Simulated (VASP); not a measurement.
The system is Te.

```
Te
1.0
     4.45400    0.00000    0.00000
    -2.22700    3.85728    0.00000
     0.00000    0.00000    5.92400
Te
3
Cartesian
  1.6279 2.8197 0.0000
  -0.5991 1.0376 3.9493
  1.1981 0.0000 1.9747
```

Base run:

| Quantity | Value |
| --- | --- |
| Program | VASP 6.6.1 |
| Functional | PBE-based screened hybrid |
| Potentials or basis | VASP PAW PBE potentials, release 64 (Te) |
| Cutoff | 520 eV |
| k mesh | 4 × 4 × 3 |
| Occupations | fermi-dirac, width 0.05 eV |
| Spin | no spin polarisation |

Its results: band gap on the k mesh 1.53 eV, indirect (least direct gap 1.73 eV); pressure -0.9 GPa; largest force 0.395 eV/Å.

After a change of settings the same cell gave: band gap on the k mesh 1.38 eV, indirect (least direct gap 1.58 eV); pressure -0.8 GPa; largest force 0.371 eV/Å. Which change was it?
A. functional from PBE-based screened hybrid to PBE
B. functional from PBE-based screened hybrid to PBEsol; k mesh from 4 × 4 × 3 to 7 × 7 × 5
C. screening parameter from 0.1 1/Å to 0.15 1/Å

C.

Caveats: the PAW data sets were made with another functional, which shifts forces and pressure a little; spin-orbit coupling is left out, which moves the levels of the heavy elements.
